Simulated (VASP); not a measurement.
# Bi (Im-3m) in VASP: further runs

Aim: see how the results for Bi move with the level of theory and the settings. Levels: RPBE+D4, RPBE+D3(BJ), BLYP, PBE. Tasks: relaxation of cell and atoms, single point.

Everything below comes from runs of VASP 6.6.1. Logs are shortened: lines on timing, memory, paths and dates and some standing lists are left out, and cuts for length are marked.

### 1 The cell of the first run

It takes space group Im-3m (No. 229, cubic). Conventional cell: a = 3.963 Å, b = 3.963 Å, c = 3.963 Å, α = 90.00°, β = 90.00°, γ = 90.00°. Within 4.5 Å of Bi (site symmetry m-3m) lie 14 Bi at 3.43 to 3.96 Å.

### 2 Relaxation of cell and atoms, RPBE+D4

Contents of INCAR:

```
PREC = Accurate ; ENCUT = 600
EDIFF = 1E-6 ; ISMEAR = -1
SIGMA = 0.05 ; LREAL = F
LASPH = T ; NELM = 60
ALGO = Normal ; ISIF = 3
LWAVE = F ; LCHARG = F
GGA = RP ; IVDW = 13
IBRION = 2 ; NSW = 80
EDIFFG = -0.005
```

Contents of KPOINTS:

```
regular mesh
0
Gamma
  9 9 9
```

Contents of POSCAR:

```
Bi
1.0
   -1.9814305318      1.9814305318      1.9814305318
    1.9814305318     -1.9814305318      1.9814305318
    1.9814305318      1.9814305318     -1.9814305318
Bi
1
Direct
    0.0000000000      0.0000000000      0.0000000000
```

Potentials or basis: VASP PAW PBE potentials, release 64 (Bi_d).

Started as:

```sh
cat potpaw_PBE.64/Bi_d/POTCAR > POTCAR
mpirun -np 1 vasp_std > vasp.out
```

OUTCAR:

```text
PREC = Accurate
   ENCUT = 600
   EDIFF = 1E-6
   ISMEAR = -1
   LREAL = F
   LASPH = T
   NELM = 60
   ISIF = 3
   GGA = RP
   IVDW = 13
   IBRION = 2
   NSW = 80
   EDIFFG = -0.005

 ion  position               nearest neighbor table
   1  0.000  0.000  0.000-

  LATTYP: Found a body centered cubic cell.
 ALAT       =     3.9628610636

  Lattice vectors:

 A1 = (  -1.9814305318,   1.9814305318,   1.9814305318)
 A2 = (   1.9814305318,  -1.9814305318,   1.9814305318)
 A3 = (   1.9814305318,   1.9814305318,  -1.9814305318)

Analysis of symmetry for initial positions (statically):
=====================================================================
 Subroutine PRICEL returns:
 Original cell was already a primitive cell.

 Routine SETGRP: Setting up the symmetry group for a
 body centered cubic supercell.

 Subroutine GETGRP returns: Found 48 space group operations
 (whereof 48 operations were pure point group operations)
 out of a pool of 48 trial point group operations.

The static configuration has the point symmetry O_h .

Analysis of symmetry for dynamics (positions and initial velocities):
=====================================================================
 Subroutine PRICEL returns:
 Original cell was already a primitive cell.

 Routine SETGRP: Setting up the symmetry group for a
 body centered cubic supercell.

 Subroutine GETGRP returns: Found 48 space group operations
 (whereof 48 operations were pure point group operations)
 out of a pool of 48 trial point group operations.

The dynamic configuration has the point symmetry O_h .

 Subroutine INISYM returns: Found 48 space group operations
 (whereof 48 operations are pure point group operations),
 and found     1 'primitive' translations

----------------------------------------------------------------------------------------

                                     Primitive cell

  volume of cell :      31.1169

  direct lattice vectors                    reciprocal lattice vectors
    -1.981430532  1.981430532  1.981430532     0.000000000  0.252342937  0.252342937
     1.981430532 -1.981430532  1.981430532     0.252342937  0.000000000  0.252342937
     1.981430532  1.981430532 -1.981430532     0.252342937  0.252342937  0.000000000

  length of vectors
     3.431938353  3.431938353  3.431938353     0.356866804  0.356866804  0.356866804

  position of ions in fractional coordinates (direct lattice)
     0.000000000  0.000000000  0.000000000

  ion indices of the primitive-cell ions
   primitive index   ion index
                 1           1

----------------------------------------------------------------------------------------

 KPOINTS: regular mesh

Automatic generation of k-mesh.
 Grid dimensions read from file:
 generate k-points for:    9    9    9

 Generating k-lattice:

  Cartesian coordinates                     Fractional coordinates (reciprocal lattice)
     0.000000000  0.028038104  0.028038104     0.111111111  0.000000000  0.000000000
     0.028038104  0.000000000  0.028038104     0.000000000  0.111111111  0.000000000
     0.028038104  0.028038104  0.000000000     0.000000000  0.000000000  0.111111111

  Length of vectors
     0.039651867  0.039651867  0.039651867

  Shift w.r.t. Gamma in fractional coordinates (k-lattice)
     0.000000000  0.000000000  0.000000000

 Subroutine IBZKPT returns following result:
 ===========================================

 Found     35 irreducible k-points:

 Following reciprocal coordinates:
            Coordinates               Weight
  0.000000  0.000000  0.000000      1.000000
  0.111111  0.000000  0.000000     12.000000
  0.222222  0.000000  0.000000     12.000000
  0.333333  0.000000  0.000000     12.000000
  0.444444  0.000000  0.000000     12.000000
  0.111111  0.111111  0.000000     24.000000
[... 16 lines left out ...]
 -0.333333  0.444444  0.111111     48.000000
 -0.444444 -0.444444  0.111111     24.000000
 [... further k-points ...]
   k-points           NKPTS =     35   k-points in BZ     NKDIM =     35   number of bands    NBANDS=     11
   number of dos      NEDOS =    301   number of ions     NIONS =      1
   total plane-waves  NPLWV =  21952
   dimension x,y,z NGX =    28 NGY =   28 NGZ =   28
   dimension x,y,z NGXF=    56 NGYF=   56 NGZF=   56
   ions per type =               1
   NGX,Y,Z   is equivalent  to a cutoff of  13.56, 13.56, 13.56 a.u.
   NGXF,Y,Z  is equivalent  to a cutoff of  27.13, 27.13, 27.13 a.u.
 SYSTEM =  unknown system
   PREC   = accura    normal or accurate (medium, high low for compatibility)
   ISTART =      0    job   : 0-new  1-cont  2-samecut
   ICHARG =      2    charge: 1-file 2-atom 10-const
   ISPIN  =      1    spin polarized calculation?
   LNONCOLLINEAR =      F non collinear calculations
   LSORBIT =      F    spin-orbit coupling
   LASPH  =      T    aspherical Exc in radial PAW
   ENCUT  =  600.0 eV  44.10 Ry    6.64 a.u.   6.85  6.85  6.85*2*pi/ulx,y,z
   NELM   =     60;   NELMIN=  2; NELMDL= -5     # of ELM steps
   EDIFF  = 0.1E-05   stopping-criterion for ELM
   LREAL  =      F    real-space projection
   EDIFFG = -.5E-02   stopping-criterion for IOM
   NSW    =     80    number of steps for IOM
   IBRION =      2    ionic relax: 0-MD 1-quasi-New 2-CG
   NFREE  =      1    steps in history (QN), initial steepest desc. (CG)
   ISIF   =      3    stress and relaxation
   ISYM   =      2    0-nonsym 1-usesym 2-fastsym
   POTIM  = 0.5000    time-step for ionic-motion
   TEBEG  =    0.0;   TEEND  =   0.0 temperature during run
   PSTRESS=    0.0 pullay stress
   NELECT =      15.0000    total number of electrons
   NUPDOWN=      -1.0000    fix difference up-down
   EMIN   =  10.00;   EMAX   =-10.00  energy-range for DOS
   EFERMI =   0.00;   METHOD = LEGACY
   ISMEAR =    -1;   SIGMA  =   0.05  broadening in eV -4-tet -1-fermi 0-gaus
   EFERMI_NEDOS =   21; number of points for ismear=-14 and -15
   IALGO  =     38    algorithm
   IMIX   =      4    mixing-type and parameters
     AMIX     =   0.40;   BMIX     =  1.00
     AMIX_MAG =   1.60;   BMIX_MAG =  1.00
  volume/ion in A,a.u.               =      31.12       209.99
  Fermi-wavevector in a.u.,A,eV,Ry     =   1.283630  2.425708 22.418388  1.647705
  Thomas-Fermi vector in A             =   2.415871
   LORBIT       =      0    0 simple, 1 ext, 2 COOP (PROOUT), +10 PAW based schemes
   GGA     = RP    functional components
   LHFCALC =     F    Hartree Fock is set to
   AEXX    =    0.0000 exact exchange contribution
   IVDW    =    13    specifies the selected vdW correction
   LEPSILON=     F    determine dielectric tensor
   LRPA    =     F    only Hartree local field effects (RPA)
 conjugate gradient relaxation of ions
 non-spin polarized calculation
  energy-cutoff  :      600.00
  volume of cell :       31.12
 maximum number of plane-waves:      1055
   NGX = 13   NGY = 13   NGZ = 13

--------------------------------------- Ionic step        1  -------------------------------------------

 number of electron      14.9999994 magnetization

 Free energy of the ion-electron system (eV)
  ---------------------------------------------------
  ext. energy  EPLUGINS =         0.00000000
  ---------------------------------------------------
  free energy    TOTEN  =        -3.36986583 eV

  energy without entropy =       -3.36573257  energy(sigma->0) =       -3.36779920

------------------------ aborting loop because EDIFF is reached ----------------------------------------

  DFT-D4 for vdW energy calculation

  Edisp (eV):   -0.97281

  FORCE on cell =-STRESS in cart. coord.  units (eV):
  Direction    XX          YY          ZZ          XY          YZ          ZX
  --------------------------------------------------------------------------------------
  -------------------------------------------------------------------------------------
  Total      -0.42212    -0.42212    -0.42212     0.00000     0.00000     0.00000
  in kB     -21.73436   -21.73436   -21.73436     0.00000     0.00000     0.00000
  external pressure =      -21.73 kB  Pullay stress =        0.00 kB
[... 94 lines left out ...]
  FREE ENERGIE OF THE ION-ELECTRON SYSTEM (eV)
  ---------------------------------------------------
  free  energy   TOTEN  =        -4.3511168181 eV

  energy  without entropy=       -4.3466508787  energy(sigma->0) =       -4.34888385

[... ionic steps 4 to 22 ...]

--------------------------------------- Ionic step       23  -------------------------------------------

 number of electron      15.0000001 magnetization

------------------------ aborting loop because EDIFF is reached ----------------------------------------

  DFT-D4 for vdW energy calculation

  Edisp (eV):   -1.00755
[... 67 lines left out ...]
  energy  without entropy=       -4.3466527978  energy(sigma->0) =       -4.34888491

--------------------------------------- Ionic step       25  -------------------------------------------

 number of electron      15.0000001 magnetization

 Free energy of the ion-electron system (eV)
  ---------------------------------------------------
  ext. energy  EPLUGINS =         0.00000000
  ---------------------------------------------------
  free energy    TOTEN  =        -3.34367809 eV

  energy without entropy =       -3.33921553  energy(sigma->0) =       -3.34144681

 E-fermi :   8.6211     XC(G=0): -10.4029

 val. band max:        8.5942919790   @ k =   0.2222   0.0000   0.0000
 cond. band min:       8.6364076505   @ k =  -0.2222   0.2222   0.1111
 fundamental gap:      0.0421156716
 Fermi energy:         8.6211010758

 k-point     1 :       0.0000    0.0000    0.0000
  band No.  band energies     occupation
      1     -14.6018      2.00000
      2     -14.6018      2.00000
      3     -14.6018      2.00000
      4     -14.4577      2.00000
      5     -14.4577      2.00000
      6      -5.2591      2.00000
      7      13.9694      0.00000
      8      13.9694      0.00000
      9      13.9694      0.00000
     10      18.1621      0.00000
     11      18.9821      0.00000
[... 309 lines left out ...]
 k-point    24 :      -0.4444   -0.4444    0.1111
  band No.  band energies     occupation
      1     -14.5909      2.00000
      2     -14.5538      2.00000
      3     -14.5041      2.00000
      4     -14.4624      2.00000
      5     -14.3779      2.00000
      6      -1.5238      2.00000
      7       3.9542      2.00000
      8       7.6416      2.00000
      9      11.3135      0.00000
     10      16.0437      0.00000
     11      17.5119      0.00000

 [... further k-points ...]

------------------------ aborting loop because EDIFF is reached ----------------------------------------

  DFT-D4 for vdW energy calculation

  Edisp (eV):   -1.00744

  FORCE on cell =-STRESS in cart. coord.  units (eV):
  Direction    XX          YY          ZZ          XY          YZ          ZX
  --------------------------------------------------------------------------------------
  -------------------------------------------------------------------------------------
  Total      -0.00013    -0.00013    -0.00013     0.00000     0.00000    -0.00000
  in kB      -0.00702    -0.00702    -0.00702     0.00000     0.00000    -0.00000
  external pressure =       -0.01 kB  Pullay stress =        0.00 kB
[... 16 lines left out ...]
  FREE ENERGIE OF THE ION-ELECTRON SYSTEM (eV)
  ---------------------------------------------------
  free  energy   TOTEN  =        -4.3511168967 eV

  energy  without entropy=       -4.3466543395  energy(sigma->0) =       -4.34888562

 reached required accuracy - stopping structural energy minimisation
```

Wall time 52 s (1 thread of Intel Xeon 6975P-C (Granite Rapids), shared host); peak memory 0.17 GiB.

What came out:

* Free energy: -4.3511 eV
* Relaxed volume: 29.92 Å³/atom
* Relaxed cell: a = 3.387 Å, b = 3.387 Å, c = 3.387 Å, α = 109.47°, β = 109.47°, γ = 109.47°
* Space group after relaxing (to 0.05 Å): Im-3m (No. 229)
* Energy gained by relaxing: 8.4 meV/atom
* Ionic steps: 25
* Pressure after relaxing: 0.0 GPa
* Dispersion energy per atom: -1.007 eV

Step by step:
| step | energy change (eV) | largest force (eV/Å) | pressure (GPa) | volume (Å³) |
| --- | --- | --- | --- | --- |
| 1 | 0.0000 | 0.0000 | -2.17 | 31.12 |
| 2 | -0.0057 | 0.0000 | 1.34 | 29.25 |
| 3 | -0.0084 | 0.0000 | 0.03 | 29.91 |
| 4 | -0.0084 | 0.0000 | 0.03 | 29.94 |
| 5 | -0.0062 | 0.0000 | -1.13 | 30.52 |
| 6 | -0.0084 | 0.0000 | -0.06 | 29.96 |
| 7 | -0.0084 | 0.0000 | -0.12 | 29.96 |
| 8 | -0.0084 | 0.0000 | -0.09 | 29.96 |
| 9 | -0.0084 | 0.0000 | -0.08 | 29.96 |
| 10 | -0.0084 | 0.0000 | -0.08 | 29.96 |
| 11 | -0.0084 | 0.0000 | -0.08 | 29.96 |
| 12 | -0.0084 | 0.0000 | -0.09 | 29.95 |
| 13 | -0.0084 | 0.0000 | -0.09 | 29.95 |
| 14 | -0.0084 | 0.0000 | -0.11 | 29.95 |
| 15 | -0.0084 | 0.0000 | -0.08 | 29.95 |
| 16 | -0.0084 | 0.0000 | -0.08 | 29.95 |
| 17 | -0.0084 | 0.0000 | -0.08 | 29.94 |
| 18 | -0.0084 | 0.0000 | -0.06 | 29.92 |
| 19 | -0.0084 | 0.0000 | 0.08 | 29.88 |
| 20 | -0.0084 | 0.0000 | 0.10 | 29.90 |
| 21 | -0.0084 | 0.0000 | 0.04 | 29.91 |
| 22 | -0.0084 | 0.0000 | 0.06 | 29.91 |
| 23 | -0.0084 | 0.0000 | 0.05 | 29.91 |
| 24 | -0.0084 | 0.0000 | 0.03 | 29.92 |
| 25 | -0.0084 | 0.0000 | 0.00 | 29.92 |

Final structure:
```xyz
1
Lattice="-1.9556 1.9556 1.9556 1.9556 -1.9556 1.9556 1.9556 1.9556 -1.9556" Properties=species:S:1:pos:R:3 pbc="T T T"
Bi    0.0000    0.0000    0.0000
```

Levels at points of the mesh, in eV from the Fermi level:
```
           k point  band 4  band 5  band 6  band 7  band 8  band 9  band 10  band 11
(0.00, 0.00, 0.00)  -23.08  -23.08  -13.88    5.35    5.35    5.35     9.54    10.36
```

Caveat: the PAW data sets were made with another functional, which shifts forces and pressure a little; spin-orbit coupling is left out, which moves the levels of the heavy elements; pairwise dispersion overbinds metals, which lowers pressure and volume.

### 3 Relaxation of cell and atoms, RPBE+D3(BJ)

Contents of INCAR:

```
PREC = Accurate
ENCUT = 600
EDIFF = 1E-6
ISMEAR = -1
SIGMA = 0.05
LREAL = F
LASPH = T
NELM = 60
ALGO = Normal
ISIF = 3
LWAVE = F
LCHARG = F
GGA = RP
IVDW = 12
IBRION = 2
NSW = 80
EDIFFG = -0.01
```

KPOINTS is that of step 2.

POSCAR is that of step 2.

Potentials or basis: VASP PAW PBE potentials, release 64 (Bi_d).

Started as:

```sh
cat potpaw_PBE.64/Bi_d/POTCAR > POTCAR
mpirun -np 1 vasp_std > vasp.out
```

Wall time 24 s (1 thread of Intel Xeon 6975P-C (Granite Rapids), shared host); peak memory 0.18 GiB.

Results (log left out):

```yaml
Free_energy: -6.7915 eV
Relaxed_volume: 22.51 Å³/atom
Relaxed_cell: a = 3.081 Å, b = 3.081 Å, c = 3.081 Å, α = 109.47°, β = 109.47°, γ = 109.47°
Space_group_after_relaxing_to_0.05_Å: Im-3m (No. 229)
Energy_gained_by_relaxing: 784.7 meV/atom
Ionic_steps: 5
Pressure_after_relaxing: 0.0 GPa
Dispersion_energy_per_atom: -4.308 eV
```

The path:
| step | energy change (eV) | largest force (eV/Å) | pressure (GPa) | volume (Å³) |
| --- | --- | --- | --- | --- |
| 1 | 0.0000 | 0.0000 | -20.72 | 31.12 |
| 2 | 0.6901 | 0.0000 | 101.50 | 16.29 |
| 3 | -0.7774 | 0.0000 | -3.76 | 23.12 |
| 4 | -0.7837 | 0.0000 | -1.48 | 22.74 |
| 5 | -0.7847 | 0.0000 | 0.03 | 22.51 |

Final structure:
```yaml
crystal:
  lattice:
    - [-1.77868, 1.77868, 1.77868]
    - [1.77868, -1.77868, 1.77868]
    - [1.77868, 1.77868, -1.77868]
  atoms:
    - { symbol: Bi, position: [0.00000, 0.00000, 0.00000] }
```

Levels at points of the mesh, in eV from the Fermi level:
```csv
k point,band 4,band 5,band 6,band 7,band 8,band 9,band 10,band 11
"(0.00, 0.00, 0.00)",-23.43,-23.43,-16.53,7.75,7.75,7.75,10.06,10.06
```

Caveat: the volume moved by over 15 % at a fixed basis, so the end points are rough; the PAW data sets were made with another functional, which shifts forces and pressure a little; spin-orbit coupling is left out, which moves the levels of the heavy elements; pairwise dispersion overbinds metals, which lowers pressure and volume.

### 4 Relaxation of cell and atoms, BLYP

Contents of INCAR:

```
SYSTEM = Bi
PREC     = Accurate       ! precision mode
ENCUT    = 600            ! plane-wave cutoff, eV
EDIFF    = 1E-6           ! SCF threshold, eV
ISMEAR   = -1             ! smearing method
SIGMA    = 0.05           ! smearing width, eV
LREAL    = .False.        ! projectors in reciprocal space
LASPH    = .True.         ! aspherical terms in the spheres
NELM     = 100            ! most SCF steps
ALGO     = Normal         ! electronic algorithm
ISIF     = 3              ! what is computed and relaxed
LWAVE    = .False.        ! write WAVECAR
LCHARG   = .False.        ! write CHGCAR
GGA      = B5             ! functional
ALDAX    = 1.0          
AGGAX    = 1.0          
AGGAC    = 1.0          
ALDAC    = 0.0          
IBRION   = 2              ! ionic algorithm
NSW      = 80             ! ionic steps
EDIFFG   = -0.02          ! ionic threshold
```

Contents of KPOINTS:

```
Automatic mesh
0
Gamma
  9 9 9
  0 0 0
```

POSCAR is that of step 3.

Started as:

```sh
cat potpaw_PBE.64/Bi_d/POTCAR > POTCAR
mpirun -np 1 vasp_std > vasp.out
```

It took 24 s on 1 thread of Intel Xeon 6975P-C (Granite Rapids), shared host; peak memory 0.16 GiB.

The run converged. Its results:

* Free energy: -2.9861 eV
* Relaxed volume: 34.30 Å³/atom
* Relaxed cell: a = 3.545 Å, b = 3.545 Å, c = 3.545 Å, α = 109.47°, β = 109.47°, γ = 109.47°
* Space group after relaxing (to 0.05 Å): Im-3m (No. 229)
* Energy gained by relaxing: 46.8 meV/atom
* Ionic steps: 3
* Pressure after relaxing: 0.0 GPa

Step by step:
| step | energy change (eV) | largest force (eV/Å) | pressure (GPa) | volume (Å³) |
| --- | --- | --- | --- | --- |
| 1 | 0.0000 | 0.0000 | 5.19 | 31.12 |
| 2 | -0.0384 | 0.0000 | -1.65 | 35.88 |
| 3 | -0.0468 | 0.0000 | 0.02 | 34.30 |

Final structure:
```
Bi
1.0
    -2.04683    2.04683    2.04683
     2.04683   -2.04683    2.04683
     2.04683    2.04683   -2.04683
Bi
1
Direct
  0.00000 0.00000 0.00000
```

Levels at points of the mesh, in eV from the Fermi level:
| k point | band 4 | band 5 | band 6 | band 7 | band 8 | band 9 | band 10 | band 11 |
| --- | --- | --- | --- | --- | --- | --- | --- | --- |
| (0.00, 0.00, 0.00) | -22.71 | -22.71 | -12.83 | 4.37 | 4.37 | 4.37 | 8.47 | 10.80 |

Caveat: the PAW data sets were made with another functional, which shifts forces and pressure a little; spin-orbit coupling is left out, which moves the levels of the heavy elements.

[end of part 1 of 2]
